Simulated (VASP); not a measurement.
# Tm2MgC2 (P6mm) in VASP: relaxation of cell and atoms with PBE

Aim: the relaxation of cell and atoms of Tm2MgC2 with PBE.

All numbers are computed with VASP 6.6.1; they aren't measurements. Logs are shortened: lines on timing, memory, paths and dates and some standing lists are left out, and cuts for length are marked.

## 1. The cell of the first run

Symmetry: P6mm, No. 183, hexagonal system. Conventional cell: a = 5.126 Å, b = 5.126 Å, c = 4.425 Å, α = 90.00°, β = 90.00°, γ = 120.00°. Tm (site symmetry 3m) has 2 C at 2.13 to 2.30 Å within 2.8 Å. Within 4.0 Å of Mg (site symmetry 6mm) lie 6 C at 3.00 Å and 12 Tm at 3.46 to 3.96 Å. Within 2.8 Å of C (site symmetry 3m) lie 2 Tm at 2.13 to 2.30 Å.

The cell was built from a structure type or drawn by symmetry, and may not be a known phase.

## 2. Relaxation of cell and atoms, PBE

The input, INCAR:

```
SYSTEM = Tm2MgC2
PREC = Accurate ; ENCUT = 600
EDIFF = 1E-7 ; ISMEAR = 0
SIGMA = 0.2 ; LREAL = .FALSE.
LASPH = .TRUE. ; NELM = 200
ALGO = Normal ; ISIF = 3
LWAVE = .FALSE. ; LCHARG = .FALSE.
GGA = PE ; IBRION = 2
NSW = 36 ; EDIFFG = -0.08
GGA_COMPAT = .FALSE. ; NELMIN = 4
LMAXMIX = 6
```

The input, KPOINTS:

```
Automatic mesh
0
G
  4 4 4
  0 0 0
```

The input, POSCAR:

```
Tm2MgC2
1.0
    5.1260252800      0.0000000000      0.0000000000
   -2.5630126400      4.4392681100      0.0000000000
    0.0000000000      0.0000000000      4.4250592800
Tm Mg C
2 1 2
Direct
    0.3333333300      0.6666666700      0.7436171800
    0.6666666700      0.3333333300      0.7436171800
    0.0000000000      0.0000000000      0.1477442800
    0.3333333300      0.6666666700      0.2629242100
    0.6666666700      0.3333333300      0.2629242100
```

Potentials or basis: VASP PAW PBE potentials, release 64 (Tm_3, Mg, C), 4f in core.

Run with:

```
cat potpaw_PBE.64/Tm_3/POTCAR potpaw_PBE.64/Mg/POTCAR potpaw_PBE.64/C/POTCAR > POTCAR
mpirun -np 1 vasp_std > vasp.out
```

OUTCAR:

```text
SYSTEM = Tm2MgC2
   PREC = Accurate
   ENCUT = 600
   EDIFF = 1E-7
   ISMEAR = 0
   LREAL = .FALSE.
   LASPH = .TRUE.
   NELM = 200
   ISIF = 3
   GGA = PE
   IBRION = 2
   NSW = 36
   EDIFFG = -0.08
   NELMIN = 4

 ion  position               nearest neighbor table
   1  0.333  0.667  0.744-   4 2.13   4 2.30   2 2.96   2 2.96   2 2.96   3 3.46   3 3.46   3 3.46

   2  0.667  0.333  0.744-   5 2.13   5 2.30   1 2.96   1 2.96   1 2.96   3 3.46   3 3.46   3 3.46

   3  0.000  0.000  0.148-   1 3.46   2 3.46   1 3.46   2 3.46   2 3.46   1 3.46
   4  0.333  0.667  0.263-   1 2.13   1 2.30
   5  0.667  0.333  0.263-   2 2.13   2 2.30

  LATTYP: Found a hexagonal cell.
 ALAT       =     5.1260252800
 C/A-ratio  =     0.8632535031

  Lattice vectors:

 A1 = (   5.1260252800,   0.0000000000,   0.0000000000)
 A2 = (  -2.5630126400,   4.4392681100,   0.0000000000)
 A3 = (   0.0000000000,   0.0000000000,   4.4250592800)

Analysis of symmetry for initial positions (statically):
=====================================================================
 Subroutine PRICEL returns:
 Original cell was already a primitive cell.

 Routine SETGRP: Setting up the symmetry group for a
 hexagonal supercell.

 Subroutine GETGRP returns: Found 12 space group operations
 (whereof 12 operations were pure point group operations)
 out of a pool of 24 trial point group operations.

The static configuration has the point symmetry C_6v.

Analysis of symmetry for dynamics (positions and initial velocities):
=====================================================================
 Subroutine PRICEL returns:
 Original cell was already a primitive cell.

 Routine SETGRP: Setting up the symmetry group for a
 hexagonal supercell.

 Subroutine GETGRP returns: Found 12 space group operations
 (whereof 12 operations were pure point group operations)
 out of a pool of 24 trial point group operations.

The dynamic configuration has the point symmetry C_6v.

 Subroutine INISYM returns: Found 12 space group operations
 (whereof 12 operations are pure point group operations),
 and found     1 'primitive' translations

----------------------------------------------------------------------------------------

                                     Primitive cell

  volume of cell :     100.6958

  direct lattice vectors                    reciprocal lattice vectors
     5.126025280  0.000000000  0.000000000     0.195082924  0.112631179  0.000000000
    -2.563012640  4.439268110  0.000000000     0.000000000  0.225262357  0.000000000
     0.000000000  0.000000000  4.425059280     0.000000000  0.000000000  0.225985673

  length of vectors
     5.126025280  5.126025277  4.425059280     0.225262357  0.225262357  0.225985673

  position of ions in fractional coordinates (direct lattice)
     0.333333330  0.666666670  0.743617180
     0.666666670  0.333333330  0.743617180
     0.000000000  0.000000000  0.147744280
     0.333333330  0.666666670  0.262924210
     0.666666670  0.333333330  0.262924210

  ion indices of the primitive-cell ions
   primitive index   ion index
                 1           1
                 2           2
                 3           3
                 4           4
                 5           5

----------------------------------------------------------------------------------------

 KPOINTS: Automatic mesh

Automatic generation of k-mesh.
 Grid dimensions read from file:
 generate k-points for:    4    4    4

 Generating k-lattice:

  Cartesian coordinates                     Fractional coordinates (reciprocal lattice)
     0.048770731  0.028157795  0.000000000     0.250000000  0.000000000  0.000000000
     0.000000000  0.056315589  0.000000000     0.000000000  0.250000000  0.000000000
     0.000000000  0.000000000  0.056496418     0.000000000  0.000000000  0.250000000

  Length of vectors
     0.056315589  0.056315589  0.056496418

  Shift w.r.t. Gamma in fractional coordinates (k-lattice)
     0.000000000  0.000000000  0.000000000

 Subroutine IBZKPT returns following result:
 ===========================================

 Found     12 irreducible k-points:

 Following reciprocal coordinates:
            Coordinates               Weight
  0.000000  0.000000  0.000000      1.000000
  0.250000  0.000000  0.000000      6.000000
  0.500000  0.000000  0.000000      3.000000
  0.250000  0.250000  0.000000      6.000000
  0.000000  0.000000  0.250000      2.000000
  0.250000  0.000000  0.250000     12.000000
  0.500000  0.000000  0.250000      6.000000
  0.250000  0.250000  0.250000     12.000000
  0.000000  0.000000  0.500000      1.000000
  0.250000  0.000000  0.500000      6.000000
  0.500000  0.000000  0.500000      3.000000
  0.250000  0.250000  0.500000      6.000000
   k-points           NKPTS =     12   k-points in BZ     NKDIM =     12   number of bands    NBANDS=     18
   number of dos      NEDOS =    301   number of ions     NIONS =      5
   total plane-waves  NPLWV =  63504
   dimension x,y,z NGX =    42 NGY =   42 NGZ =   36
   dimension x,y,z NGXF=    84 NGYF=   84 NGZF=   72
   ions per type =               2   1   2
   NGX,Y,Z   is equivalent  to a cutoff of  13.62, 13.62, 13.52 a.u.
   NGXF,Y,Z  is equivalent  to a cutoff of  27.24, 27.24, 27.05 a.u.
 SYSTEM =  Tm2MgC2
   PREC   = accura    normal or accurate (medium, high low for compatibility)
   ISTART =      0    job   : 0-new  1-cont  2-samecut
   ICHARG =      2    charge: 1-file 2-atom 10-const
   ISPIN  =      1    spin polarized calculation?
   LNONCOLLINEAR =      F non collinear calculations
   LSORBIT =      F    spin-orbit coupling
   LASPH  =      T    aspherical Exc in radial PAW
   ENCUT  =  600.0 eV  44.10 Ry    6.64 a.u.  10.24 10.24  8.84*2*pi/ulx,y,z
   NELM   =    200;   NELMIN=  4; NELMDL= -5     # of ELM steps
   EDIFF  = 0.1E-06   stopping-criterion for ELM
   LREAL  =      F    real-space projection
   EDIFFG = -.8E-01   stopping-criterion for IOM
   NSW    =     36    number of steps for IOM
   IBRION =      2    ionic relax: 0-MD 1-quasi-New 2-CG
   NFREE  =      1    steps in history (QN), initial steepest desc. (CG)
   ISIF   =      3    stress and relaxation
   ISYM   =      2    0-nonsym 1-usesym 2-fastsym
   POTIM  = 0.5000    time-step for ionic-motion
   TEBEG  =    0.0;   TEEND  =   0.0 temperature during run
   PSTRESS=    0.0 pullay stress
   NELECT =      28.0000    total number of electrons
   NUPDOWN=      -1.0000    fix difference up-down
   EMIN   =  10.00;   EMAX   =-10.00  energy-range for DOS
   EFERMI =   0.00;   METHOD = LEGACY
   ISMEAR =     0;   SIGMA  =   0.20  broadening in eV -4-tet -1-fermi 0-gaus
   EFERMI_NEDOS =   21; number of points for ismear=-14 and -15
   IALGO  =     38    algorithm
   IMIX   =      4    mixing-type and parameters
     AMIX     =   0.40;   BMIX     =  1.00
     AMIX_MAG =   1.60;   BMIX_MAG =  1.00
  volume/ion in A,a.u.               =      20.14       135.91
  Fermi-wavevector in a.u.,A,eV,Ry     =   1.068539  2.019246 15.534804  1.141776
  Thomas-Fermi vector in A             =   2.204190
   LORBIT       =      0    0 simple, 1 ext, 2 COOP (PROOUT), +10 PAW based schemes
   GGA     = PE    functional components
   LHFCALC =     F    Hartree Fock is set to
   AEXX    =    0.0000 exact exchange contribution
   IVDW    =     0    specifies the selected vdW correction
   LEPSILON=     F    determine dielectric tensor
   LRPA    =     F    only Hartree local field effects (RPA)
 conjugate gradient relaxation of ions
 non-spin polarized calculation
 Gauss-broadening in eV      SIGMA  =   0.20
  energy-cutoff  :      600.00
  volume of cell :      100.70
 maximum number of plane-waves:      3378
 NGX is ok and might be reduce to    42
   NGX = 21   NGY = 21   NGZ = 17

--------------------------------------- Ionic step        1  -------------------------------------------

 number of electron      27.9999998 magnetization

 Free energy of the ion-electron system (eV)
  ---------------------------------------------------
  ext. energy  EPLUGINS =         0.00000000
  ---------------------------------------------------
  free energy    TOTEN  =       -21.12760138 eV

  energy without entropy =      -21.05090084  energy(sigma->0) =      -21.08925111

------------------------ aborting loop because EDIFF is reached ----------------------------------------

  FORCE on cell =-STRESS in cart. coord.  units (eV):
  Direction    XX          YY          ZZ          XY          YZ          ZX
  --------------------------------------------------------------------------------------
  -------------------------------------------------------------------------------------
  Total        1.6909565      1.6909565      5.5792935      0.0000000      0.0000000      0.0000000
  in kB       26.9049263     26.9049263     88.7725266      0.0000000      0.0000000      0.0000000
  external PRESSURE =      47.5274598 kB  Pullay stress =       0.0000000 kB
[... 98 lines left out ...]
  FREE ENERGIE OF THE ION-ELECTRON SYSTEM (eV)
  ---------------------------------------------------
  free  energy   TOTEN  =       -21.4149959434 eV

  energy  without entropy=      -21.3373954597  energy(sigma->0) =      -21.37619570

[... ionic steps 4 to 11 ...]

--------------------------------------- Ionic step       12  -------------------------------------------

 number of electron      28.0000000 magnetization

------------------------ aborting loop because EDIFF is reached ----------------------------------------

  FORCE on cell =-STRESS in cart. coord.  units (eV):
  Direction    XX          YY          ZZ          XY          YZ          ZX
  --------------------------------------------------------------------------------------
  -------------------------------------------------------------------------------------
  Total       -0.2221658     -0.2221658      0.4794634     -0.0000000      0.0000000      0.0000000
  in kB       -3.3764156     -3.3764156      7.2867532     -0.0000000      0.0000000      0.0000000
  external PRESSURE =       0.1779740 kB  Pullay stress =       0.0000000 kB
[... 63 lines left out ...]
  energy  without entropy=      -21.4607364545  energy(sigma->0) =      -21.49887982

--------------------------------------- Ionic step       14  -------------------------------------------

 number of electron      27.9999999 magnetization

 Free energy of the ion-electron system (eV)
  ---------------------------------------------------
  ext. energy  EPLUGINS =         0.00000000
  ---------------------------------------------------
  free energy    TOTEN  =       -21.53890783 eV

  energy without entropy =      -21.46491262  energy(sigma->0) =      -21.50191023

 E-fermi :   2.3880     XC(G=0):  -9.5361

 val. band max:        2.3244746771   @ k =   0.2500   0.2500   0.0000
 cond. band min:       2.4244305936   @ k =   0.5000   0.0000   0.0000
 fundamental gap:      0.0999559164
 Fermi energy:         2.3879624330

 k-point     1 :       0.0000    0.0000    0.0000
  band No.  band energies     occupation
      1     -23.1010      2.00000
      2     -23.1010      2.00000
      3     -22.3643      2.00000
      4     -22.2899      2.00000
      5     -22.2899      2.00000
      6     -22.1338      2.00000
[... 10 lines left out ...]
     17       4.1522      0.00000
     18       4.8482      0.00000
[... 261 lines left out ...]
  FREE ENERGIE OF THE ION-ELECTRON SYSTEM (eV)
  ---------------------------------------------------
  free  energy   TOTEN  =       -21.5389078324 eV

  energy  without entropy=      -21.4649126188  energy(sigma->0) =      -21.50191023

 reached required accuracy - stopping structural energy minimisation
```

It took 5.8 min on 1 thread of Intel Xeon Platinum 8259CL at 2.50GHz (Skylake/Cascade Lake), shared host; peak memory 0.26 GiB.

What came out:

```
Free energy                           : -21.5389 eV
Relaxed volume                        : 21.06 Å³/atom
Relaxed cell                          : a = 5.149 Å, b = 5.149 Å, c = 4.585 Å, α = 90.00°, β = 90.00°, γ = 120.00°
Space group after relaxing (to 0.1 Å) : P6/mmm (No. 191)
Energy gained by relaxing             : 82.3 meV/atom
Ionic steps                           : 14
Pressure after relaxing               : -0.2 GPa
Largest force after relaxing          : 0.014 eV/Å
Band gap on the k mesh                : zero (bands 14 and 15 overlap by 0.99 eV)
```

Forces on the atoms (eV/Å):
```
Tm   0.000  0.000 -0.005
Tm   0.000  0.000 -0.005
Mg   0.000  0.000 -0.014
C    0.000  0.000  0.012
C    0.000  0.000  0.012
```

The path:
```csv
step,energy change (eV),largest force (eV/Å),pressure (GPa),volume (Å³)
1,0.0000,1.9688,4.75,100.70
2,-0.2060,0.9719,-1.58,109.61
3,-0.2874,0.5287,0.27,106.16
4,-0.2874,0.5326,0.35,106.05
5,-0.3042,0.4882,-0.26,106.85
6,-0.3182,0.4073,-1.34,108.41
7,-0.3275,0.3888,-1.23,108.21
8,-0.3520,0.3330,-0.96,107.61
9,-0.3861,0.2171,-0.32,106.41
10,-0.3914,0.0904,1.23,104.04
11,-0.3997,0.1278,0.49,105.09
12,-0.4085,0.0350,0.02,105.42
13,-0.4094,0.0905,-0.19,105.57
14,-0.4113,0.0138,-0.23,105.29
```

Final structure:
```
CELL_PARAMETERS angstrom
5.14938 0.00000 0.00000
-2.57469 4.45950 0.00000
0.00000 0.00000 4.58508
ATOMIC_POSITIONS crystal
Tm 0.33333 0.66667 0.73170
Tm 0.66667 0.33333 0.73170
Mg 0.00000 0.00000 0.23413
C 0.33333 0.66667 0.23165
C 0.66667 0.33333 0.23165
```

Caveat: spin-orbit coupling is left out, which moves the levels of the heavy elements; the 4f electrons are frozen in the core, so they carry no moment and show no levels.
